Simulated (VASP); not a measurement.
Set up this calculation in VASP 6.6.1, as the native input.

```
Task                   : single point
Functional             : LDA
Potentials or basis    : VASP PAW LDA potentials, release 64 (Al, Ga_d, N)
Cutoff                 : 520 eV
k mesh                 : 6 × 6 × 6
Occupations            : gaussian, width 0.05 eV
Spin                   : no spin polarisation
Dipole correction      : no
Further INCAR settings : ALGO = Normal; EDIFF = 1e-06; NBANDS = 41
```

The structure of AlGa3N4 lies in POSCAR:

```
AlGa3N4
1.0
    4.3064128165      0.0657305747      0.0657305747
    0.0657305747      4.3064128165      0.0657305747
    0.0657305747      0.0657305747      4.3064128165
Al Ga N
1 3 4
Direct
    0.0000000000      0.0000000000      0.0000000000
    0.5000000000      0.5000000000      0.0000000000
    0.5000000000      0.0000000000      0.5000000000
    0.0000000000      0.5000000000      0.5000000000
    0.7548078379      0.7548078379      0.2451921621
    0.7548078379      0.2451921621      0.7548078379
    0.2451921621      0.7548078379      0.7548078379
    0.2451921621      0.2451921621      0.2451921621
```

The input as run:

INCAR

```
SYSTEM = AlGa3N4
ALGO     = Normal         ! electronic algorithm
EDIFF    = 1E-6           ! SCF threshold, eV
ENCUT    = 520            ! plane-wave cutoff, eV
GGA      = CA             ! functional
ISIF     = 2              ! what is computed and relaxed
ISMEAR   = 0              ! smearing method
LASPH    = .TRUE.         ! aspherical terms in the spheres
LCHARG   = .FALSE.        ! write CHGCAR
LREAL    = .FALSE.        ! projectors in reciprocal space
LWAVE    = .FALSE.        ! write WAVECAR
NBANDS   = 41             ! bands
NELM     = 60             ! most SCF steps
PREC     = Accurate       ! precision mode
SIGMA    = 0.05           ! smearing width, eV
```

KPOINTS

```
k-points
0
G
  6 6 6
  0 0 0
```

Potentials or basis: VASP PAW LDA potentials, release 64 (Al, Ga_d, N).

The run is started by

```bash
$ cat potpaw_LDA.64/Al/POTCAR potpaw_LDA.64/Ga_d/POTCAR potpaw_LDA.64/N/POTCAR > POTCAR
$ mpirun -np 1 vasp_std > vasp.out
```

It gave:

- Pressure: 22.4 GPa
- Largest force: 0.808 eV/Å
- Band gap on the k mesh: 3.01 eV

Caveat: the cell stands under pressure.

Run time: 56 s on 1 thread of AMD EPYC 9R45 96-Core Processor (Zen 5), with other jobs on the host, peak memory 0.18 GiB.
